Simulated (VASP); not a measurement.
# Li2HfN2 (P-3m1) in VASP: a series of runs

The runs below take Li2HfN2 through single point, with LDA.

All numbers are computed with VASP 6.6.1; they aren't measurements. Logs are shortened: lines on timing, memory, paths and dates and some standing lists are left out, and cuts for length are marked.

### 1 The cell of the first run

It takes space group P-3m1 (No. 164, trigonal). The conventional cell has a = 3.108 Å, b = 3.108 Å, c = 5.857 Å, α = 90.00°, β = 90.00°, γ = 120.00°. Within 2.7 Å of Li (site symmetry 3m) lie 4 N at 2.03 to 2.32 Å and 3 Li at 2.26 Å. Within 2.9 Å of Hf (site symmetry -3m) lie 6 N at 2.21 Å and 6 Li at 2.87 Å. Within 2.7 Å of N (site symmetry 3m) lie 4 Li at 2.03 to 2.32 Å and 3 Hf at 2.21 Å.

### 2 Single point, LDA (strain -0.040 along x and y, +0.080 along z)

INCAR reads:

```
ALGO = Normal
EDIFF = 1E-6
ENCUT = 750
GGA = CA
GGA_COMPAT = False
ISIF = 2
ISMEAR = 0
LASPH = True
LCHARG = False
LREAL = False
LWAVE = False
NBANDS = 21
NELM = 120
PREC = Accurate
SIGMA = 0.05
```

KPOINTS reads:

```
k-points
0
Gamma
  9 9 6
```

POSCAR reads:

```
Li2HfN2
1.0
    3.1076361152      0.0000000000      0.0000000000
   -1.5538180576      2.6912918214      0.0000000000
    0.0000000000      0.0000000000      5.8574827944
Li Hf N
2 1 2
Direct
    0.6666666667      0.3333333333      0.3827885700
    0.3333333333      0.6666666667      0.6172114300
    0.0000000000      0.0000000000      0.0000000000
    0.6666666667      0.3333333333      0.7793848600
    0.3333333333      0.6666666667      0.2206151400
```

Potentials or basis: VASP PAW LDA potentials, release 64 (Li_sv, Hf_pv, N).

Command:

```console
$ cat potpaw_LDA.64/Li_sv/POTCAR potpaw_LDA.64/Hf_pv/POTCAR potpaw_LDA.64/N/POTCAR > POTCAR
$ mpirun -np 1 vasp_std > vasp.out
```

OUTCAR:

```text
EDIFF = 1E-6
   ENCUT = 750
   GGA = CA
   ISIF = 2
   ISMEAR = 0
   LASPH = True
   LREAL = False
   NELM = 120
   PREC = Accurate

 ion  position               nearest neighbor table
   1  0.667  0.333  0.383-   5 2.03   5 2.03   5 2.03   2 2.26   2 2.26   2 2.26   3 2.87   3 2.87
                             3 2.87
   2  0.333  0.667  0.617-   4 2.03   4 2.03   4 2.03   1 2.26   1 2.26   1 2.26   3 2.87   3 2.87
                             3 2.87
   3  0.000  0.000  0.000-   4 2.21   5 2.21   5 2.21   4 2.21   4 2.21   5 2.21   1 2.87   2 2.87
                             2 2.87   1 2.87   2 2.87   1 2.87
   4  0.667  0.333  0.779-   2 2.03   2 2.03   2 2.03   3 2.21   3 2.21   3 2.21
   5  0.333  0.667  0.221-   1 2.03   1 2.03   1 2.03   3 2.21   3 2.21   3 2.21

  LATTYP: Found a hexagonal cell.
 ALAT       =     3.1076361152
 C/A-ratio  =     1.8848676541

  Lattice vectors:

 A1 = (   3.1076361152,   0.0000000000,   0.0000000000)
 A2 = (  -1.5538180576,   2.6912918214,   0.0000000000)
 A3 = (   0.0000000000,   0.0000000000,   5.8574827944)

Analysis of symmetry for initial positions (statically):
=====================================================================
 Subroutine PRICEL returns:
 Original cell was already a primitive cell.

 Routine SETGRP: Setting up the symmetry group for a
 hexagonal supercell.

 Subroutine GETGRP returns: Found 12 space group operations
 (whereof 12 operations were pure point group operations)
 out of a pool of 24 trial point group operations.

The static configuration has the point symmetry D_3d.

Analysis of symmetry for dynamics (positions and initial velocities):
=====================================================================
 Subroutine PRICEL returns:
 Original cell was already a primitive cell.

 Routine SETGRP: Setting up the symmetry group for a
 hexagonal supercell.

 Subroutine GETGRP returns: Found 12 space group operations
 (whereof 12 operations were pure point group operations)
 out of a pool of 24 trial point group operations.

The dynamic configuration has the point symmetry D_3d.

 Subroutine INISYM returns: Found 12 space group operations
 (whereof 12 operations are pure point group operations),
 and found     1 'primitive' translations

----------------------------------------------------------------------------------------

                                     Primitive cell

  volume of cell :      48.9894

  direct lattice vectors                    reciprocal lattice vectors
     3.107636115  0.000000000  0.000000000     0.321787997  0.185784387  0.000000000
    -1.553818058  2.691291821  0.000000000     0.000000000  0.371568773  0.000000000
     0.000000000  0.000000000  5.857482794     0.000000000  0.000000000  0.170721799

  length of vectors
     3.107636115  3.107636115  5.857482794     0.371568773  0.371568773  0.170721799

  position of ions in fractional coordinates (direct lattice)
     0.666666667  0.333333333  0.382788570
     0.333333333  0.666666667  0.617211430
     0.000000000  0.000000000  0.000000000
     0.666666667  0.333333333  0.779384860
     0.333333333  0.666666667  0.220615140

  ion indices of the primitive-cell ions
   primitive index   ion index
                 1           1
                 2           2
                 3           3
                 4           4
                 5           5

----------------------------------------------------------------------------------------

 KPOINTS: k-points

Automatic generation of k-mesh.
 Grid dimensions read from file:
 generate k-points for:    9    9    6

 Generating k-lattice:

  Cartesian coordinates                     Fractional coordinates (reciprocal lattice)
     0.035754222  0.020642710  0.000000000     0.111111111  0.000000000  0.000000000
     0.000000000  0.041285419  0.000000000     0.000000000  0.111111111  0.000000000
     0.000000000  0.000000000  0.028453633     0.000000000  0.000000000  0.166666667

  Length of vectors
     0.041285419  0.041285419  0.028453633

  Shift w.r.t. Gamma in fractional coordinates (k-lattice)
     0.000000000  0.000000000  0.000000000

 Subroutine IBZKPT returns following result:
 ===========================================

 Found     62 irreducible k-points:

 Following reciprocal coordinates:
            Coordinates               Weight
  0.000000  0.000000  0.000000      1.000000
  0.111111  0.000000  0.000000      6.000000
  0.222222  0.000000  0.000000      6.000000
  0.333333  0.000000  0.000000      6.000000
  0.444444  0.000000  0.000000      6.000000
  0.111111  0.111111  0.000000      6.000000
[... 16 lines left out ...]
  0.222222  0.111111  0.166667     12.000000
 -0.111111  0.333333  0.166667     12.000000
 [... further k-points ...]
   k-points           NKPTS =     62   k-points in BZ     NKDIM =     62   number of bands    NBANDS=     21
   number of dos      NEDOS =    301   number of ions     NIONS =      5
   total plane-waves  NPLWV =  42336
   dimension x,y,z NGX =    28 NGY =   28 NGZ =   54
   dimension x,y,z NGXF=    56 NGYF=   56 NGZF=  108
   ions per type =               2   1   2
   NGX,Y,Z   is equivalent  to a cutoff of  14.98, 14.98, 15.33 a.u.
   NGXF,Y,Z  is equivalent  to a cutoff of  29.96, 29.96, 30.65 a.u.
 SYSTEM =  unknown system
   PREC   = accura    normal or accurate (medium, high low for compatibility)
   ISTART =      0    job   : 0-new  1-cont  2-samecut
   ICHARG =      2    charge: 1-file 2-atom 10-const
   ISPIN  =      1    spin polarized calculation?
   LNONCOLLINEAR =      F non collinear calculations
   LSORBIT =      F    spin-orbit coupling
   LASPH  =      T    aspherical Exc in radial PAW
   ENCUT  =  750.0 eV  55.12 Ry    7.42 a.u.   6.94  6.94 13.08*2*pi/ulx,y,z
   NELM   =    120;   NELMIN=  2; NELMDL= -5     # of ELM steps
   EDIFF  = 0.1E-05   stopping-criterion for ELM
   LREAL  =      F    real-space projection
   EDIFFG = 0.1E-04   stopping-criterion for IOM
   NSW    =      0    number of steps for IOM
   IBRION =     -1    ionic relax: 0-MD 1-quasi-New 2-CG
   NFREE  =      0    steps in history (QN), initial steepest desc. (CG)
   ISIF   =      2    stress and relaxation
   ISYM   =      2    0-nonsym 1-usesym 2-fastsym
   POTIM  = 0.5000    time-step for ionic-motion
   TEBEG  =    0.0;   TEEND  =   0.0 temperature during run
   PSTRESS=    0.0 pullay stress
   NELECT =      26.0000    total number of electrons
   NUPDOWN=      -1.0000    fix difference up-down
   EMIN   =  10.00;   EMAX   =-10.00  energy-range for DOS
   EFERMI =   0.00;   METHOD = LEGACY
   ISMEAR =     0;   SIGMA  =   0.05  broadening in eV -4-tet -1-fermi 0-gaus
   EFERMI_NEDOS =   21; number of points for ismear=-14 and -15
   IALGO  =     38    algorithm
   IMIX   =      4    mixing-type and parameters
     AMIX     =   0.40;   BMIX     =  1.00
     AMIX_MAG =   1.60;   BMIX_MAG =  1.00
  volume/ion in A,a.u.               =       9.80        66.12
  Fermi-wavevector in a.u.,A,eV,Ry     =   1.325456  2.504748 23.903169  1.756833
  Thomas-Fermi vector in A             =   2.454915
   LORBIT       =      0    0 simple, 1 ext, 2 COOP (PROOUT), +10 PAW based schemes
   GGA     = CA    functional components
   LHFCALC =     F    Hartree Fock is set to
   AEXX    =    0.0000 exact exchange contribution
   IVDW    =     0    specifies the selected vdW correction
   LEPSILON=     F    determine dielectric tensor
   LRPA    =     F    only Hartree local field effects (RPA)
 non-spin polarized calculation
 Gauss-broadening in eV      SIGMA  =   0.05
  energy-cutoff  :      750.00
  volume of cell :       48.99
 maximum number of plane-waves:      2303
   NGX = 13   NGY = 13   NGZ = 27

 number of electron      26.0000003 magnetization

 Free energy of the ion-electron system (eV)
  ---------------------------------------------------
  ext. energy  EPLUGINS =         0.00000000
  ---------------------------------------------------
  free energy    TOTEN  =       -39.56068804 eV

  energy without entropy =      -39.56068804  energy(sigma->0) =      -39.56068804

 E-fermi :   4.8695     XC(G=0): -11.4405

 val. band max:        4.5173432649   @ k =   0.0000   0.0000   0.0000
 cond. band min:       5.7075919315   @ k =   0.4444   0.0000   0.5000
 fundamental gap:      1.1902486667
 Fermi energy:         4.8694982259

 k-point     1 :       0.0000    0.0000    0.0000
  band No.  band energies     occupation
      1     -39.2736      2.00000
      2     -39.0606      2.00000
      3     -25.2091      2.00000
      4     -24.7361      2.00000
      5     -24.7361      2.00000
      6      -9.6361      2.00000
[... 13 lines left out ...]
     20      12.4074      0.00000
     21      12.4516      0.00000

 k-point     2 :       0.1111    0.0000    0.0000
  band No.  band energies     occupation
      1     -39.2660      2.00000
      2     -39.0644      2.00000
      3     -25.1857      2.00000
      4     -24.8517      2.00000
      5     -24.7601      2.00000
      6      -9.4224      2.00000
[... 13 lines left out ...]
     20      12.5980      0.00000
     21      13.5079      0.00000

 k-point     3 :       0.2222    0.0000    0.0000
  band No.  band energies     occupation
      1     -39.2451      2.00000
      2     -39.0757      2.00000
      3     -25.1418      2.00000
      4     -25.1170      2.00000
      5     -24.8201      2.00000
      6      -8.8988      2.00000
[... 13 lines left out ...]
     20      13.1943      0.00000
     21      14.6903      0.00000
[... 457 lines left out ...]
 k-point    23 :       0.2222    0.1111    0.1667
  band No.  band energies     occupation
      1     -39.2266      2.00000
      2     -39.0869      2.00000
      3     -25.3071      2.00000
      4     -25.0794      2.00000
      5     -24.9002      2.00000
      6      -8.4987      2.00000
[... 13 lines left out ...]
     20      13.8014      0.00000
     21      14.8159      0.00000

 k-point    24 :      -0.1111    0.3333    0.1667
  band No.  band energies     occupation
      1     -39.2266      2.00000
      2     -39.0868      2.00000
      3     -25.3072      2.00000
      4     -25.0794      2.00000
      5     -24.9002      2.00000
      6      -8.5136      2.00000
[... 13 lines left out ...]
     20      13.2742      0.00000
     21      14.8587      0.00000

 [... further k-points ...]
[... 5 lines left out ...]
  --------------------------------------------------------------------------------------
  -------------------------------------------------------------------------------------
  Total        2.0623661      2.0623661     -7.1254184      0.0000000      0.0000000      0.0000000
  in kB       67.4488208     67.4488208   -233.0338342      0.0000000      0.0000000      0.0000000
  external PRESSURE =     -32.7120642 kB  Pullay stress =       0.0000000 kB

 VOLUME and BASIS-vectors are now :
 -----------------------------------------------------------------------------
  energy-cutoff  :      750.00
  volume of cell :       48.99
      direct lattice vectors                 reciprocal lattice vectors
     3.107636115  0.000000000  0.000000000     0.321787997  0.185784387  0.000000000
    -1.553818058  2.691291821  0.000000000     0.000000000  0.371568773  0.000000000
     0.000000000  0.000000000  5.857482794     0.000000000  0.000000000  0.170721799

 POSITION                                       TOTAL-FORCE (eV/Angst)
 -----------------------------------------------------------------------------------
      1.55382      0.89710      2.24218         0.000000      0.000000     -0.728395
     -0.00000      1.79419      3.61531         0.000000     -0.000000      0.728395
      0.00000      0.00000      0.00000        -0.000000      0.000000      0.000000
      1.55382      0.89710      4.56523         0.000000      0.000000      0.654229
     -0.00000      1.79419      1.29225        -0.000000     -0.000000     -0.654229
 -----------------------------------------------------------------------------------
    total drift:                                0.000000      0.000000      0.000000

  FREE ENERGIE OF THE ION-ELECTRON SYSTEM (eV)
  ---------------------------------------------------
  free  energy   TOTEN  =       -39.5606880425 eV

  energy  without entropy=      -39.5606880425  energy(sigma->0) =      -39.56068804
```

Wall time 50 s (1 thread of Intel Xeon 6975P-C (Granite Rapids), shared host); peak memory 0.24 GiB.

Results:

| Quantity | Value |
| --- | --- |
| Free energy | -39.5607 eV |
| Pressure | -3.3 GPa |
| Largest force | 0.728 eV/Å |
| Band gap on the k mesh | 1.19 eV (least direct gap 1.99 eV) |

Forces on the atoms (eV/Å):
```
Li   0.000  0.000 -0.728
Li   0.000  0.000  0.728
Hf   0.000  0.000  0.000
N    0.000  0.000  0.654
N    0.000  0.000 -0.654
```

Levels at points of the mesh, in eV from the valence-band top:
| k point | band 11 | band 12 | band 13 | band 14 | band 15 | band 16 |
| --- | --- | --- | --- | --- | --- | --- |
| (0.00, 0.00, 0.00) | -1.00 | 0.00 | 0.00 | 2.26 | 3.47 | 3.47 |
| (0.00, 0.00, 0.50) | -2.55 | -0.12 | -0.12 | 3.44 | 3.44 | 3.98 |

Caveat: the cell differs from its parent crystal (strain -0.040 along x and y, +0.080 along z); the cell stands under tension; spin-orbit coupling is left out, which moves the levels of the heavy elements; an odd mesh through Γ misses points on the zone boundary, where band edges can lie.

### 3 Single point, LDA (strain +0.040 along x and y, -0.080 along z)

INCAR reads:

```
PREC = Accurate ; ENCUT = 750
EDIFF = 1E-6 ; ISMEAR = 0
SIGMA = 0.05 ; LREAL = F
LASPH = T ; NELM = 120
ALGO = Normal ; ISIF = 2
LWAVE = F ; LCHARG = T
LELF = T ; LVHAR = T
NBANDS = 21 ; GGA_COMPAT = F
```

KPOINTS reads:

```
Automatic mesh
0
Gamma
  9 9 6
```

Edit POSCAR of step 2 so:

```diff
@@ -2,5 +2,5 @@
 1.0
-    3.1076361152      0.0000000000      0.0000000000
-   -1.5538180576      2.6912918214      0.0000000000
-    0.0000000000      0.0000000000      5.8574827944
+    3.3666057914      0.0000000000      0.0000000000
+   -1.6833028957      2.9155661399      0.0000000000
+    0.0000000000      0.0000000000      4.9897075656
 Li Hf N
```

Potentials or basis: VASP PAW LDA potentials, release 64 (Li_sv, Hf_pv, N).

Command:

```console
$ cat potpaw_LDA.64/Li_sv/POTCAR potpaw_LDA.64/Hf_pv/POTCAR potpaw_LDA.64/N/POTCAR > POTCAR
$ mpirun -np 1 vasp_std > vasp.out
```

It took 58 s on 1 thread of Intel Xeon 6975P-C (Granite Rapids), shared host; peak memory 0.24 GiB.

It converged, with:

- Free energy: -39.5484 eV
- Pressure: -8.7 GPa
- Largest force: 0.168 eV/Å
- Band gap on the k mesh: 2.23 eV (least direct gap 2.80 eV)

Forces on the atoms (eV/Å):
```
Li   0.000  0.000  0.168
Li   0.000  0.000 -0.168
Hf   0.000  0.000  0.000
N    0.000  0.000  0.014
N    0.000  0.000 -0.014
```

Stress tensor (GPa, compression positive):
```
-17.58   0.00   0.00
  0.00 -17.58   0.00
  0.00   0.00   9.02
```

Levels at points of the mesh, in eV from the valence-band top:
| k point | band 9 | band 10 | band 11 | band 12 | band 13 | band 14 | band 15 | band 16 | band 17 | band 18 |
| --- | --- | --- | --- | --- | --- | --- | --- | --- | --- | --- |
| (0.00, 0.00, 0.00) | -3.19 | -3.19 | -0.06 | 0.00 | 0.00 | 3.16 | 3.16 | 3.55 | 6.13 | 7.49 |
| (0.00, 0.00, 0.50) | -3.06 | -3.06 | -1.67 | -0.34 | -0.34 | 2.98 | 2.98 | 4.22 | 6.70 | 7.30 |

Caveat: the cell differs from its parent crystal (strain +0.040 along x and y, -0.080 along z); the cell stands under tension; spin-orbit coupling is left out, which moves the levels of the heavy elements; an odd mesh through Γ misses points on the zone boundary, where band edges can lie.
